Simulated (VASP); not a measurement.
A run of VASP 6.6.1 is set up as follows.

INCAR

```
PREC = Accurate
ENCUT = 520
EDIFF = 1E-6
ISMEAR = -1
SIGMA = 0.1
LREAL = F
LASPH = T
NELM = 100
ALGO = Normal
ISIF = 2
LWAVE = F
LCHARG = T
GGA = PE
LELF = T
LVHAR = T
NBANDS = 31
NELECT = 43.0
```

File KPOINTS:

```
Automatic mesh
0
Gamma
  8 8 4
```

POSCAR

```
CaAsBr
1.0
    4.1092580000      0.0000000000      0.0000000000
    0.0000000000      4.1092580000      0.0000000000
    0.0000000000      0.0000000000      8.4262160000
Ca As Br
2 2 2
Direct
    0.0000000000      0.5000000000      0.1400000000
    0.5000000000      0.0000000000      0.8600000000
    0.0000000000      0.0000000000      0.0000000000
    0.5000000000      0.5000000000      0.0000000000
    0.0000000000      0.5000000000      0.6700000000
    0.5000000000      0.0000000000      0.3300000000
```

Potentials or basis: VASP PAW PBE potentials, release 64 (Ca_sv, As, Br).

Run with:

```sh
$ cat potpaw_PBE.64/Ca_sv/POTCAR potpaw_PBE.64/As/POTCAR potpaw_PBE.64/Br/POTCAR > POTCAR
$ mpirun -np 1 vasp_std > vasp.out
```

(1) Estimate the largest force.

## Answers

(1) 9.050 eV/Å.

Caveat: the cell carries a net charge on a neutralising background, which shifts energy and pressure; an odd number of electrons without spin polarisation forces a metal; a magnetic or distorted state may lie lower.
